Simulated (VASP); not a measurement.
# Zn (P6_3/mmc) in VASP: a series of runs, part 2 of 2

VASP 6.6.1. The steps go on from the part before.

### 3 Single point, PBE

This run uses another cell than the first one, of 15.35 Å³/atom, 1.503 times its volume.

INCAR reads:

```
  ALGO = Fast
  EDIFF = 1E-7
  ENCUT = 520
  GGA = PE
  ISIF = 2
  ISMEAR = 0
  LASPH = T
  LCHARG = F
  LREAL = F
  LWAVE = F
  NBANDS = 32
  NELM = 80
  PREC = Accurate
  SIGMA = 0.1
```

KPOINTS reads:

```
k-points
0
Gamma
  18 18 6
```

POSCAR reads:

```
Zn
1.0
    2.6359089575      0.0000000000      0.0000000000
   -1.3179544788      2.2827641193      0.0000000000
    0.0000000000      0.0000000000     10.2067487784
Zn
4
Direct
    0.0000000000      0.0000000000      0.0000000000
    0.3333333333      0.6666666667      0.2500000000
    0.0000000000      0.0000000000      0.5000000000
    0.6666666667      0.3333333333      0.7500000000
```

Potentials or basis: VASP PAW PBE potentials, release 64 (Zn).

On the command line:

```sh
> cat potpaw_PBE.64/Zn/POTCAR > POTCAR
> mpirun -np 1 vasp_std > vasp.out
```

OUTCAR:

```text
EDIFF = 1E-7
   ENCUT = 520
   GGA = PE
   ISIF = 2
   ISMEAR = 0
   LASPH = T
   LREAL = F
   NELM = 80
   PREC = Accurate

 ion  position               nearest neighbor table
   1  0.000  0.000  0.000-   2 2.97   4 2.97   4 2.97   2 2.97   4 2.97   2 2.97
   2  0.333  0.667  0.250-   1 2.97   3 2.97   1 2.97   3 2.97   1 2.97   3 2.97
   3  0.000  0.000  0.500-   2 2.97   4 2.97   4 2.97   2 2.97   4 2.97   2 2.97
   4  0.667  0.333  0.750-   1 2.97   3 2.97   1 2.97   3 2.97   1 2.97   3 2.97

  LATTYP: Found a hexagonal cell.
 ALAT       =     2.6359089575
 C/A-ratio  =     3.8721932142

  Lattice vectors:

 A1 = (   2.6359089575,   0.0000000000,   0.0000000000)
 A2 = (  -1.3179544788,   2.2827641193,   0.0000000000)
 A3 = (   0.0000000000,   0.0000000000,  10.2067487784)

Analysis of symmetry for initial positions (statically):
=====================================================================
 Subroutine PRICEL returns:
 Original cell was already a primitive cell.

 Routine SETGRP: Setting up the symmetry group for a
 hexagonal supercell.

 Subroutine GETGRP returns: Found 24 space group operations
 (whereof 12 operations were pure point group operations)
 out of a pool of 24 trial point group operations.

The static configuration has the point symmetry D_3d.
 The point group associated with its full space group is D_6h.

Analysis of symmetry for dynamics (positions and initial velocities):
=====================================================================
 Subroutine PRICEL returns:
 Original cell was already a primitive cell.

 Routine SETGRP: Setting up the symmetry group for a
 hexagonal supercell.

 Subroutine GETGRP returns: Found 24 space group operations
 (whereof 12 operations were pure point group operations)
[... 117 lines left out ...]
   PSTRESS=    0.0 pullay stress
   NELECT =      48.0000    total number of electrons
   NUPDOWN=      -1.0000    fix difference up-down
   EMIN   =  10.00;   EMAX   =-10.00  energy-range for DOS
   EFERMI =   0.00;   METHOD = LEGACY
   ISMEAR =     0;   SIGMA  =   0.10  broadening in eV -4-tet -1-fermi 0-gaus
   EFERMI_NEDOS =   21; number of points for ismear=-14 and -15
   IALGO  =     68    algorithm
   IMIX   =      4    mixing-type and parameters
     AMIX     =   0.40;   BMIX     =  1.00
     AMIX_MAG =   1.60;   BMIX_MAG =  1.00
  volume/ion in A,a.u.               =      15.35       103.61
  Fermi-wavevector in a.u.,A,eV,Ry     =   1.507980  2.849669 30.939704  2.274004
  Thomas-Fermi vector in A             =   2.618495
   LORBIT       =      0    0 simple, 1 ext, 2 COOP (PROOUT), +10 PAW based schemes
   GGA     = PE    functional components
   LHFCALC =     F    Hartree Fock is set to
   AEXX    =    0.0000 exact exchange contribution
   IVDW    =     0    specifies the selected vdW correction
   LEPSILON=     F    determine dielectric tensor
   LRPA    =     F    only Hartree local field effects (RPA)
 non-spin polarized calculation
 RMM-DIIS sequential band-by-band and
 Gauss-broadening in eV      SIGMA  =   0.10
  energy-cutoff  :      520.00
  volume of cell :       61.42
 maximum number of plane-waves:      1698
 NGX is ok and might be reduce to    20
   NGX =  9   NGY =  9   NGZ = 37

 number of electron      47.9999974 magnetization

 Free energy of the ion-electron system (eV)
  ---------------------------------------------------
  ext. energy  EPLUGINS =         0.00000000
  ---------------------------------------------------
  free energy    TOTEN  =        -4.41203515 eV

  energy without entropy =       -4.40908649  energy(sigma->0) =       -4.41056082

 E-fermi :   2.9839     XC(G=0): -11.4907

 val. band max:        2.9586607307   @ k =   0.2778   0.1667   0.0000
 cond. band min:       3.0018223012   @ k =   0.3889   0.0556   0.0000
 fundamental gap:      0.0431615705
 Fermi energy:         2.9838503152

 k-point     1 :       0.0000    0.0000    0.0000
  band No.  band energies     occupation
      1      -7.2996      2.00000
      2      -6.1528      2.00000
      3      -6.1509      2.00000
      4      -5.6256      2.00000
      5      -4.9171      2.00000
      6      -4.6487      2.00000
[... 829 lines left out ...]
     31      10.8864      0.00000
     32      12.2719      0.00000

 [... further k-points ...]
[... 5 lines left out ...]
  --------------------------------------------------------------------------------------
  -------------------------------------------------------------------------------------
  Total        0.1694156      0.1694156      0.0525332     -0.0000000     -0.0000000      0.0000000
  in kB        4.4196213      4.4196213      1.3704568     -0.0000000     -0.0000000      0.0000000
  external PRESSURE =       3.4032331 kB  Pullay stress =       0.0000000 kB

 VOLUME and BASIS-vectors are now :
 -----------------------------------------------------------------------------
  energy-cutoff  :      520.00
  volume of cell :       61.42
      direct lattice vectors                 reciprocal lattice vectors
     2.635908957  0.000000000  0.000000000     0.379375774  0.219032705  0.000000000
    -1.317954479  2.282764119  0.000000000     0.000000000  0.438065410  0.000000000
     0.000000000  0.000000000 10.206748778     0.000000000  0.000000000  0.097974391

 POSITION                                       TOTAL-FORCE (eV/Angst)
 -----------------------------------------------------------------------------------
      0.00000      0.00000      0.00000         0.000000     -0.000000      0.000000
     -0.00000      1.52184      2.55169        -0.000000      0.000000     -0.000000
      0.00000      0.00000      5.10337         0.000000     -0.000000      0.000000
      1.31795      0.76092      7.65506        -0.000000     -0.000000     -0.000000
 -----------------------------------------------------------------------------------
    total drift:                                0.000000     -0.000000      0.000000

  FREE ENERGIE OF THE ION-ELECTRON SYSTEM (eV)
  ---------------------------------------------------
  free  energy   TOTEN  =        -4.4120351467 eV

  energy  without entropy=       -4.4090864934  energy(sigma->0) =       -4.41056082
```

stdout:

```text
POSCAR found type information on POSCAR Zn
 POSCAR found :  1 types and       4 ions
 scaLAPACK will be used
 LDA part: xc-table for (Slater+PW92), standard interpolation
 POSCAR, INCAR and KPOINTS ok, starting setup
 FFT: planning ... GRIDC
 FFT: planning ... GRID_SOFT
 FFT: planning ... GRID
 WAVECAR not read
 entering main loop
WARNING in EDDRMM: call to ZHEGV failed, returncode =   8  4     29
WARNING in EDDRMM: call to ZHEGV failed, returncode =   6  3     29
WARNING in EDDRMM: call to ZHEGV failed, returncode =   6  3     29
WARNING in EDDRMM: call to ZHEGV failed, returncode =   8  4     31
 num prob  num prob WARNING in EDDRMM: call to ZHEGV failed, returncode =   8  4     30
 num prob WARNING in EDDRMM: call to ZHEGV failed, returncode =   8  4     30
 num prob WARNING in EDDRMM: call to ZHEGV failed, returncode =   6  3     32
 num prob  num prob  num prob  num prob  num prob  num prob  num prob WARNING in EDDRMM: call to ZHEGV failed, returncode =   8  4     30
```

It took 2.7 min on 1 thread of Intel Xeon 6975P-C (Granite Rapids), shared host; peak memory 0.32 GiB.

What came out:

```yaml
Free_energy: -4.4120 eV
Pressure: 0.3 GPa
Band_gap_on_the_k_mesh: zero (band 24 reaches 4.85 eV, above the bottom of band 25 at -0.47 eV)
```

Levels at points of the mesh, in eV from the Fermi level:
| k point | band 21 | band 22 | band 23 | band 24 | band 25 | band 26 | band 27 | band 28 |
| --- | --- | --- | --- | --- | --- | --- | --- | --- |
| (0.00, 0.00, 0.00) | -7.12 | -7.04 | -7.04 | -3.70 | -3.46 | 3.85 | 3.85 | 12.23 |
| (0.50, 0.00, 0.00) | -2.56 | -2.16 | -1.69 | -1.42 | 0.12 | 0.22 | 2.79 | 3.57 |
| (0.00, 0.00, 0.50) | -7.06 | -7.06 | -6.15 | -6.15 | -0.20 | -0.20 | 8.46 | 8.46 |
| (0.50, 0.00, 0.50) | -2.36 | -2.36 | -1.69 | -1.69 | 0.78 | 0.78 | 1.88 | 1.88 |
